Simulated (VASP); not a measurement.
# Te2Mo (Pm) in VASP: further runs

Te2Mo is run at these levels: PBE, r2SCAN; tasks: single point.

Everything below comes from runs of VASP 6.6.1. Logs are shortened: lines on timing, memory, paths and dates and some standing lists are left out, and cuts for length are marked.

## 1. The cell of the first run

The structure is monoclinic, space group Pm (No. 6). The conventional cell has a = 3.496 Å, b = 7.827 Å, c = 3.537 Å, α = 90.00°, β = 118.85°, γ = 90.00°. Within 3.6 Å of Te (site symmetry 1) lie 3 Mo at 2.71 to 2.73 Å and 7 Te at 3.50 to 3.59 Å. Mo (site symmetry m) has 6 Te at 2.71 to 2.73 Å and 6 Mo at 3.50 to 3.58 Å within 3.6 Å.

## 2. Single point, PBE (shear xy strain -2.7%)

INCAR

```
  PREC = Accurate
  ENCUT = 520
  EDIFF = 1E-6
  ISMEAR = -1
  SIGMA = 0.02
  LREAL = F
  LASPH = T
  NELM = 60
  ALGO = Normal
  ISIF = 2
  LWAVE = F
  LCHARG = F
  GGA = PE
  NBANDS = 20
```

KPOINTS

```
regular mesh
0
Gamma
  12 12 4
```

POSCAR

```
Te2Mo
1.0
    3.5370947175     -0.0472202145      0.0000000000
   -1.8094412640      3.0868239882      0.0000000000
    0.0000000000      0.0000000000      7.8269141206
Te Mo
2 1
Direct
    0.3321765040      0.6666430451      0.7705439688
    0.3321765040      0.6666430451      0.2294560312
    0.0023136586      0.0000472431      0.0000000000
```

Potentials or basis: VASP PAW PBE potentials, release 64 (Te, Mo_sv).

Started as:

```bash
> cat potpaw_PBE.64/Te/POTCAR potpaw_PBE.64/Mo_sv/POTCAR > POTCAR
> mpirun -np 1 vasp_std > vasp.out
```

OUTCAR:

```text
PREC = Accurate
   ENCUT = 520
   EDIFF = 1E-6
   ISMEAR = -1
   LREAL = F
   LASPH = T
   NELM = 60
   ISIF = 2
   GGA = PE

 ion  position               nearest neighbor table
   1  0.332  0.667  0.771-   3 2.71   3 2.72   3 2.73   2 3.59
   2  0.332  0.667  0.229-   3 2.71   3 2.72   3 2.73   1 3.59
   3  0.002  0.000  0.000-   1 2.71   2 2.71   1 2.72   2 2.72   1 2.73   2 2.73

  LATTYP: Found a simple monoclinic cell.
 ALAT       =     3.4962805317
 B/A-ratio  =     2.2386401919
 C/A-ratio  =     1.0117637490
 COS(beta)  =    -0.4824911533

  Lattice vectors:

 A1 = (   1.7276534535,   3.0396037737,   0.0000000000)
 A2 = (   0.0000000000,   0.0000000000,  -7.8269141206)
 A3 = (  -3.5370947175,   0.0472202145,   0.0000000000)

Analysis of symmetry for initial positions (statically):
=====================================================================
 Subroutine PRICEL returns:
 Original cell was already a primitive cell.

 Routine SETGRP: Setting up the symmetry group for a
 simple monoclinic supercell.

 Subroutine GETGRP returns: Found  2 space group operations
 (whereof  2 operations were pure point group operations)
 out of a pool of  4 trial point group operations.

The static configuration has the point symmetry C_1h.

Analysis of symmetry for dynamics (positions and initial velocities):
=====================================================================
 Subroutine PRICEL returns:
 Original cell was already a primitive cell.

 Routine SETGRP: Setting up the symmetry group for a
 simple monoclinic supercell.

 Subroutine GETGRP returns: Found  2 space group operations
 (whereof  2 operations were pure point group operations)
 out of a pool of  4 trial point group operations.

The dynamic configuration has the point symmetry C_1h.

 Subroutine INISYM returns: Found  2 space group operations
 (whereof  2 operations are pure point group operations),
 and found     1 'primitive' translations

----------------------------------------------------------------------------------------

                                     Primitive cell

  volume of cell :      84.7885

  direct lattice vectors                    reciprocal lattice vectors
     3.537094718 -0.047220215  0.000000000     0.284947771  0.167031310  0.000000000
    -1.809441264  3.086823988  0.000000000     0.004358945  0.326512706  0.000000000
     0.000000000  0.000000000  7.826914121     0.000000000  0.000000000  0.127764274

  length of vectors
     3.537409898  3.578066520  7.826914121     0.330294854  0.326541801  0.127764274

  position of ions in fractional coordinates (direct lattice)
     0.332176504  0.666643045  0.770543969
     0.332176504  0.666643045  0.229456031
     0.002313659  0.000047243  0.000000000

  ion indices of the primitive-cell ions
   primitive index   ion index
                 1           1
                 2           2
                 3           3

----------------------------------------------------------------------------------------

 KPOINTS: regular mesh

Automatic generation of k-mesh.
 Grid dimensions read from file:
 generate k-points for:   12   12    4

 Generating k-lattice:

  Cartesian coordinates                     Fractional coordinates (reciprocal lattice)
     0.023745648  0.013919276  0.000000000     0.083333333  0.000000000  0.000000000
     0.000363245  0.027209392  0.000000000    -0.000000000  0.083333333  0.000000000
     0.000000000  0.000000000  0.031941068     0.000000000  0.000000000  0.250000000

  Length of vectors
     0.027524571  0.027211817  0.031941068

  Shift w.r.t. Gamma in fractional coordinates (k-lattice)
     0.000000000  0.000000000  0.000000000

 Subroutine IBZKPT returns following result:
 ===========================================

 Found    222 irreducible k-points:

 Following reciprocal coordinates:
            Coordinates               Weight
  0.000000  0.000000  0.000000      1.000000
  0.083333 -0.000000  0.000000      2.000000
  0.166667 -0.000000  0.000000      2.000000
  0.250000  0.000000  0.000000      2.000000
  0.333333 -0.000000  0.000000      2.000000
  0.416667  0.000000  0.000000      2.000000
[... 16 lines left out ...]
  0.250000  0.166667  0.000000      2.000000
  0.333333  0.166667  0.000000      2.000000
 [... further k-points ...]
   k-points           NKPTS =    222   k-points in BZ     NKDIM =    222   number of bands    NBANDS=     20
   number of dos      NEDOS =    301   number of ions     NIONS =      3
   total plane-waves  NPLWV =  47040
   dimension x,y,z NGX =    28 NGY =   28 NGZ =   60
   dimension x,y,z NGXF=    56 NGYF=   56 NGZF=  120
   ions per type =               2   1
   NGX,Y,Z   is equivalent  to a cutoff of  13.16, 13.01, 12.74 a.u.
   NGXF,Y,Z  is equivalent  to a cutoff of  26.32, 26.02, 25.49 a.u.
 SYSTEM =  unknown system
   PREC   = accura    normal or accurate (medium, high low for compatibility)
   ISTART =      0    job   : 0-new  1-cont  2-samecut
   ICHARG =      2    charge: 1-file 2-atom 10-const
   ISPIN  =      1    spin polarized calculation?
   LNONCOLLINEAR =      F non collinear calculations
   LSORBIT =      F    spin-orbit coupling
   LASPH  =      T    aspherical Exc in radial PAW
   ENCUT  =  520.0 eV  38.22 Ry    6.18 a.u.   6.58  6.65 14.55*2*pi/ulx,y,z
   NELM   =     60;   NELMIN=  2; NELMDL= -5     # of ELM steps
   EDIFF  = 0.1E-05   stopping-criterion for ELM
   LREAL  =      F    real-space projection
   EDIFFG = 0.1E-04   stopping-criterion for IOM
   NSW    =      0    number of steps for IOM
   IBRION =     -1    ionic relax: 0-MD 1-quasi-New 2-CG
   NFREE  =      0    steps in history (QN), initial steepest desc. (CG)
   ISIF   =      2    stress and relaxation
   ISYM   =      2    0-nonsym 1-usesym 2-fastsym
   POTIM  = 0.5000    time-step for ionic-motion
   TEBEG  =    0.0;   TEEND  =   0.0 temperature during run
   PSTRESS=    0.0 pullay stress
   NELECT =      26.0000    total number of electrons
   NUPDOWN=      -1.0000    fix difference up-down
   EMIN   =  10.00;   EMAX   =-10.00  energy-range for DOS
   EFERMI =   0.00;   METHOD = LEGACY
   ISMEAR =    -1;   SIGMA  =   0.02  broadening in eV -4-tet -1-fermi 0-gaus
   EFERMI_NEDOS =   21; number of points for ismear=-14 and -15
   IALGO  =     38    algorithm
   IMIX   =      4    mixing-type and parameters
     AMIX     =   0.40;   BMIX     =  1.00
     AMIX_MAG =   1.60;   BMIX_MAG =  1.00
  volume/ion in A,a.u.               =      28.26       190.73
  Fermi-wavevector in a.u.,A,eV,Ry     =   1.103961  2.086183 16.581813  1.218729
  Thomas-Fermi vector in A             =   2.240426
   LORBIT       =      0    0 simple, 1 ext, 2 COOP (PROOUT), +10 PAW based schemes
   GGA     = PE    functional components
   LHFCALC =     F    Hartree Fock is set to
   AEXX    =    0.0000 exact exchange contribution
   IVDW    =     0    specifies the selected vdW correction
   LEPSILON=     F    determine dielectric tensor
   LRPA    =     F    only Hartree local field effects (RPA)
 non-spin polarized calculation
  energy-cutoff  :      520.00
  volume of cell :       84.79
 maximum number of plane-waves:      2315
 NGX is ok and might be reduce to    28
   NGX = 13   NGY = 13   NGZ = 29

 number of electron      25.9999999 magnetization

 Free energy of the ion-electron system (eV)
  ---------------------------------------------------
  ext. energy  EPLUGINS =         0.00000000
  ---------------------------------------------------
  free energy    TOTEN  =       -17.99294946 eV

  energy without entropy =      -17.99294946  energy(sigma->0) =      -17.99294946

 E-fermi :   7.0400     XC(G=0):  -9.5985

 val. band max:        6.5261674506   @ k =   0.3333   0.3333   0.5000
 cond. band min:       7.5804612468   @ k =   0.3333   0.3333   0.0000
 fundamental gap:      1.0542937961
 Fermi energy:         7.0399806707

 k-point     1 :       0.0000    0.0000    0.0000
  band No.  band energies     occupation
      1     -54.1594      2.00000
      2     -28.3200      2.00000
      3     -28.2227      2.00000
      4     -28.1869      2.00000
      5      -6.1619      2.00000
      6      -5.0978      2.00000
[... 12 lines left out ...]
     19      13.0556      0.00000
     20      14.7633      0.00000

 k-point     2 :       0.0833   -0.0000    0.0000
  band No.  band energies     occupation
      1     -54.1587      2.00000
      2     -28.3181      2.00000
      3     -28.2253      2.00000
      4     -28.1952      2.00000
      5      -6.0635      2.00000
      6      -5.0295      2.00000
[... 12 lines left out ...]
     19      13.3297      0.00000
     20      15.2440      0.00000

 k-point     3 :       0.1667   -0.0000    0.0000
  band No.  band energies     occupation
      1     -54.1569      2.00000
      2     -28.3128      2.00000
      3     -28.2341      2.00000
      4     -28.2161      2.00000
      5      -5.7771      2.00000
      6      -4.8311      2.00000
[... 12 lines left out ...]
     19      13.8919      0.00000
     20      14.6771      0.00000

 k-point     4 :       0.2500    0.0000    0.0000
  band No.  band energies     occupation
      1     -54.1545      2.00000
      2     -28.3056      2.00000
      3     -28.2571      2.00000
      4     -28.2333      2.00000
      5      -5.3342      2.00000
      6      -4.5259      2.00000
[... 12 lines left out ...]
     19      13.3845      0.00000
     20      13.8091      0.00000

 k-point     5 :       0.3333   -0.0000    0.0000
  band No.  band energies     occupation
      1     -54.1520      2.00000
      2     -28.2984      2.00000
      3     -28.2874      2.00000
      4     -28.2430      2.00000
      5      -4.8020      2.00000
      6      -4.1656      2.00000
[... 12 lines left out ...]
     19      12.4097      0.00000
     20      13.0852      0.00000

 k-point     6 :       0.4167    0.0000    0.0000
  band No.  band energies     occupation
      1     -54.1502      2.00000
      2     -28.3103      2.00000
      3     -28.2931      2.00000
      4     -28.2493      2.00000
      5      -4.3175      2.00000
      6      -3.8492      2.00000
[... 12 lines left out ...]
     19      12.4981      0.00000
     20      12.6959      0.00000

 k-point     7 :       0.5000    0.0000    0.0000
  band No.  band energies     occupation
      1     -54.1495      2.00000
      2     -28.3187      2.00000
      3     -28.2912      2.00000
      4     -28.2515      2.00000
      5      -4.1074      2.00000
      6      -3.7174      2.00000
[... 12 lines left out ...]
     19      12.5985      0.00000
     20      12.6159      0.00000
[... 277 lines left out ...]
 k-point    20 :       0.0000    0.1667    0.0000
  band No.  band energies     occupation
      1     -54.1571      2.00000
      2     -28.3132      2.00000
      3     -28.2432      2.00000
      4     -28.2049      2.00000
      5      -5.7879      2.00000
      6      -4.8427      2.00000
[... 12 lines left out ...]
     19      13.9393      0.00000
     20      14.5506      0.00000

 k-point    21 :       0.0833    0.1667    0.0000
  band No.  band energies     occupation
      1     -54.1555      2.00000
      2     -28.3085      2.00000
      3     -28.2525      2.00000
      4     -28.2220      2.00000
      5      -5.5112      2.00000
      6      -4.6502      2.00000
[... 12 lines left out ...]
     19      13.9319      0.00000
     20      14.4436      0.00000

 k-point    22 :       0.1667    0.1667    0.0000
  band No.  band energies     occupation
      1     -54.1533      2.00000
      2     -28.3022      2.00000
      3     -28.2694      2.00000
      4     -28.2401      2.00000
      5      -5.0906      2.00000
      6      -4.3610      2.00000
[... 12 lines left out ...]
     19      13.1947      0.00000
     20      14.6705      0.00000

 k-point    23 :       0.2500    0.1667    0.0000
  band No.  band energies     occupation
      1     -54.1512      2.00000
      2     -28.2960      2.00000
      3     -28.2884      2.00000
      4     -28.2555      2.00000
      5      -4.5971      2.00000
      6      -4.0277      2.00000
[... 12 lines left out ...]
     19      12.9400      0.00000
     20      13.9769      0.00000

 k-point    24 :       0.3333    0.1667    0.0000
  band No.  band energies     occupation
      1     -54.1497      2.00000
      2     -28.3029      2.00000
      3     -28.2915      2.00000
      4     -28.2655      2.00000
      5      -4.1656      2.00000
      6      -3.7456      2.00000
[... 12 lines left out ...]
     19      12.9951      0.00000
     20      13.6824      0.00000

 [... further k-points ...]
[... 5 lines left out ...]
  --------------------------------------------------------------------------------------
  -------------------------------------------------------------------------------------
  Total        0.7527606      0.7919709      1.3794250      0.5869363      0.0000000      0.0000000
  in kB       14.2242793     14.9652045     26.0658262     11.0908376      0.0000000      0.0000000
  external PRESSURE =      18.4184367 kB  Pullay stress =       0.0000000 kB

 VOLUME and BASIS-vectors are now :
 -----------------------------------------------------------------------------
  energy-cutoff  :      520.00
  volume of cell :       84.79
      direct lattice vectors                 reciprocal lattice vectors
     3.537094718 -0.047220215  0.000000000     0.284947771  0.167031310  0.000000000
    -1.809441264  3.086823988  0.000000000     0.004358945  0.326512706  0.000000000
     0.000000000  0.000000000  7.826914121     0.000000000  0.000000000  0.127764274

 POSITION                                       TOTAL-FORCE (eV/Angst)
 -----------------------------------------------------------------------------------
     -0.03131      2.04212      6.03098        -0.009543     -0.001859     -0.206911
     -0.03131      2.04212      1.79593        -0.009543     -0.001859      0.206911
      0.00810      0.00004      0.00000         0.019086      0.003718      0.000000
 -----------------------------------------------------------------------------------
    total drift:                                0.000214     -0.000336      0.000000

  FREE ENERGIE OF THE ION-ELECTRON SYSTEM (eV)
  ---------------------------------------------------
  free  energy   TOTEN  =       -17.9929494558 eV

  energy  without entropy=      -17.9929494558  energy(sigma->0) =      -17.99294946
```

It took 12 min on 1 thread of Oxide Virtual Turin-like, shared host; peak memory 0.44 GiB.

Results:

- Free energy: -17.9929 eV
- Pressure: 1.8 GPa
- Largest force: 0.207 eV/Å
- Band gap on the k mesh: 1.05 eV, indirect (least direct gap 1.07 eV)

Forces on the atoms (eV/Å):
```
Te  -0.010 -0.002 -0.207
Te  -0.010 -0.002  0.207
Mo   0.019  0.004  0.000
```

Stress tensor (GPa, compression positive):
```
1.42 1.11 0.00
1.11 1.50 0.00
0.00 0.00 2.61
```

Caveat: the cell differs from its parent crystal (shear xy strain -2.7%); spin-orbit coupling is left out, which moves the levels of the heavy elements; this functional lacks dispersion, which binds the layers, so the pressure and a relaxed spacing across them are unreliable. A k mesh can miss the band edges.

## 3. Single point, r2SCAN (shear xy strain -2.7%)

POSCAR is that of step 2.

INCAR.step1

```
SYSTEM = Te2Mo
PREC = Accurate
ENCUT = 520
ISMEAR = 0
SIGMA = 0.01
LREAL = .False.
LASPH = .True.
NELM = 80
NBANDS = 20
GGA = PE
ALGO = Normal
EDIFF = 1E-4
LWAVE = .True.
LCHARG = .False.
```

INCAR.step2

```
SYSTEM = Te2Mo
PREC = Accurate
ENCUT = 520
EDIFF = 1E-7
ISMEAR = 0
SIGMA = 0.01
LREAL = .False.
LASPH = .True.
NELM = 80
ALGO = Normal
ISIF = 2
LWAVE = .False.
LCHARG = .False.
METAGGA = R2SCAN
LMIXTAU = .True.
NBANDS = 20
ISTART = 1
```

KPOINTS

```
regular mesh
0
Gamma
  12 12 4
  0 0 0
```

Potentials or basis: VASP PAW PBE potentials, release 64 (Te, Mo_sv).

Started as:

```bash
> cat potpaw_PBE.64/Te/POTCAR potpaw_PBE.64/Mo_sv/POTCAR > POTCAR
> cp INCAR.step1 INCAR
> mpirun -np 1 vasp_std > vasp.out
> cp INCAR.step2 INCAR
> mpirun -np 1 vasp_std > vasp.out
```

It took 41 min on 1 thread of Oxide Virtual Turin-like, shared host; peak memory 0.45 GiB.

Results (log left out):

* Free energy: -77.7680 eV
* Pressure: 1.2 GPa
* Largest force: 0.009 eV/Å
* Band gap on the k mesh: 1.14 eV, indirect (least direct gap 1.15 eV)

Forces on the atoms (eV/Å):
```
Te   0.001 -0.002 -0.009
Te   0.001 -0.002  0.009
Mo  -0.001  0.004  0.000
```

Stress tensor (GPa, compression positive):
```
1.18 1.17 0.00
1.17 1.25 0.00
0.00 0.00 1.07
```

Levels at points of the mesh, in eV from the valence-band top:
```
           k point  band 10  band 11  band 12  band 13  band 14  band 15  band 16  band 17
(0.00, 0.00, 0.00)    -1.19    -1.08    -0.93    -0.79     3.15     3.33     3.34     3.60
(0.50, 0.00, 0.00)    -2.67    -1.41    -0.89    -0.66     1.47     1.78     3.82     3.83
(0.00, 0.50, 0.00)    -2.51    -1.47    -0.96    -0.48     1.45     1.78     3.75     3.89
(0.50, 0.50, 0.00)    -2.35    -1.54    -1.03    -0.31     1.48     1.73     3.67     3.97
(0.00, 0.00, 0.50)    -1.71    -1.11    -0.94    -0.17     3.07     3.25     3.42     3.69
(0.50, 0.00, 0.50)    -2.69    -2.07    -0.61    -0.59     1.48     1.96     3.11     3.66
(0.00, 0.50, 0.50)    -2.54    -2.13    -0.67    -0.42     1.47     1.95     3.12     3.76
(0.50, 0.50, 0.50)    -2.37    -2.20    -0.73    -0.25     1.50     1.89     3.15     3.87
```

Caveat: the cell differs from its parent crystal (shear xy strain -2.7%); the PAW data sets were made with another functional, which shifts forces and pressure a little; spin-orbit coupling is left out, which moves the levels of the heavy elements. A k mesh can miss the band edges.
